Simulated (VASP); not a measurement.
Set up this calculation in VASP 6.6.1, as the native input.

```yaml
Task: single point
Functional: PBEsol
Potentials_or_basis: VASP PAW PBE potentials, release 64 (Sn_d)
Cutoff: 520 eV
k_mesh: 16 × 16 × 4
Occupations: gaussian, width 0.15 eV
Spin: no spin polarisation
Dipole_correction: no
Further_INCAR_settings: ALGO = Fast; EDIFF = 1e-07; NBANDS = 36
```

The structure of Sn lies in POSCAR:

```
Sn
1.0
   -1.7265390000      1.7755470000     -2.3383420000
   -1.7265390000     -1.7755470000      2.3383420000
    0.0000000000     11.4497054844      5.2814233104
Sn
4
Direct
    0.0328915479     -0.0328915479      0.8039351566
    0.2546987926      0.7453012074      0.1148478795
    0.5140963777      0.4859036223      0.3445436385
    0.7734939628      0.2265060372      0.5742393976
```

This cell differs from its parent crystal: the distance across one plane changed.

These files were run (other wordings do the same):

INCAR

```
PREC = Accurate
ENCUT = 520
EDIFF = 1E-7
ISMEAR = 0
SIGMA = 0.15
LREAL = False
LASPH = True
NELM = 80
ALGO = Fast
ISIF = 2
LWAVE = False
LCHARG = False
GGA = PS
NBANDS = 36
```

KPOINTS

```
Automatic mesh
0
Gamma
  16 16 4
```

Potentials or basis: VASP PAW PBE potentials, release 64 (Sn_d).

The run is started by

```sh
$ cat potpaw_PBE.64/Sn_d/POTCAR > POTCAR
$ mpirun -np 1 vasp_std > vasp.out
```

It gave:

- Pressure: -4.6 GPa
- Largest force: 0.158 eV/Å
- Band gap on the k mesh: zero (bands 28 and 29 overlap by 7.01 eV)

Caveat: the cell differs from its parent crystal (the distance across one plane changed); the cell stands under tension; the PAW data sets were made with another functional, which shifts forces and pressure a little; spin-orbit coupling is left out, which moves the levels of the heavy elements.

Run time: 27 min on 1 thread of Oxide Virtual Turin-like Processor, on a shared host, peak memory 0.88 GiB.
